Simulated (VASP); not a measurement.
# MnS: single point with PBEsol

MnS:

```
Mn S
1.0
     1.83000    1.05655    2.97092
    -1.83000    1.05655    2.97092
     0.00000   -2.11310    2.97092
Mn S
1 1
Direct
  0.00000 0.00000 0.00000
  0.50000 0.50000 0.50000
```

* Program: VASP 6.6.1
* Task: single point
* Functional: PBEsol
* Potentials or basis: VASP PAW PBE potentials, release 64 (Mn_pv, S)
* Cutoff: 520 eV
* k mesh: 9 × 9 × 9
* Occupations: gaussian, width 0.05 eV
* Spin: collinear spin, ferromagnetic start
* Starting moments: [4.0, 0.0] μB

```
Pressure                                              : -5.9 GPa
Net moment                                            : 4.64 μB per cell
Site moments                                          : Mn +4.19; S +0.10 μB
Valence electrons inside the program's atomic spheres : Mn 11.34; S 3.70
```

Stress tensor (GPa, compression positive):
```
-6.10  0.00  0.00
 0.00 -6.10  0.00
 0.00  0.00 -5.65
```

Levels at points of the mesh, in eV from the Fermi level:
Spin up:
| k point | band 9 | band 10 | band 11 | band 12 | band 13 | band 14 | band 15 | band 16 |
| --- | --- | --- | --- | --- | --- | --- | --- | --- |
| (0.00, 0.00, 0.00) | -3.28 | -1.92 | -1.92 | -1.87 | 1.80 | 8.57 | 8.57 | 8.65 |
Spin down:
```csv
k point,band 3,band 4,band 5,band 6,band 7,band 8,band 9,band 10,band 11,band 12
"(0.00, 0.00, 0.00)",-46.07,-14.44,-1.67,-1.67,-1.62,0.19,0.19,0.21,0.28,0.28
```

It took 3.3 min on 1 thread of Oxide Virtual Turin-like Processor, with other jobs on the host, peak memory 0.2 GiB.

Caveat: the cell stands under tension; the PAW data sets were made with another functional, which shifts forces and pressure a little; a cell with one magnetic atom can't hold antiferromagnetic order, which such compounds often take; semilocal functionals often make such compounds metallic where correlation or magnetic order opens a gap, which also shifts bond lengths. With open d or f shells a metallic result of PBEsol can be an artefact of self-interaction; +U or a hybrid may open a gap.
